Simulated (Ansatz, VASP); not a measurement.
Al2Cu: VASP beside Ansatz

```xyz
3
Lattice="4.1052 0.0000 0.0000 0.0000 4.1052 0.0000 0.0000 0.0000 2.8913" Properties=species:S:1:pos:R:3 pbc="T T T"
Al    2.0526    0.0000    1.4457
Al    0.0000    2.0526    1.4457
Cu    0.0000    0.0000    0.0000
```

Alike in both runs: task single point; functional PBEsol; k mesh 4 × 4 × 4; occupations gaussian, width 0.1 eV; no spin polarisation.

```csv
,VASP,Ansatz
version,VASP 6.6.1,Ansatz 0.2.0
potentials or method,"VASP PAW PBE potentials, release 64 (Al, Cu), cutoff 520 eV","scalar-relativistic, plane waves, PAW"
valence electrons in the cell,17,25
```

```csv
,VASP,Ansatz,Ansatz less VASP
gap on the k mesh at the Fermi level (eV),none,none,-
pressure (GPa),-1.7,-1.9,-0.14
"traceless stress, the component that is largest in VASP (GPa)",-5.43,-5.43,0.000
```

VASP's potentials were made for PBE, not for PBEsol. A gap of «none» marks a metal or a gap that the smearing closes. VASP's potentials hold 17 valence electrons a cell and Ansatz's 25, so a difference there can come from the potentials and not from the codes.

The k mesh is coarse, so the values compare programs but aren't converged.
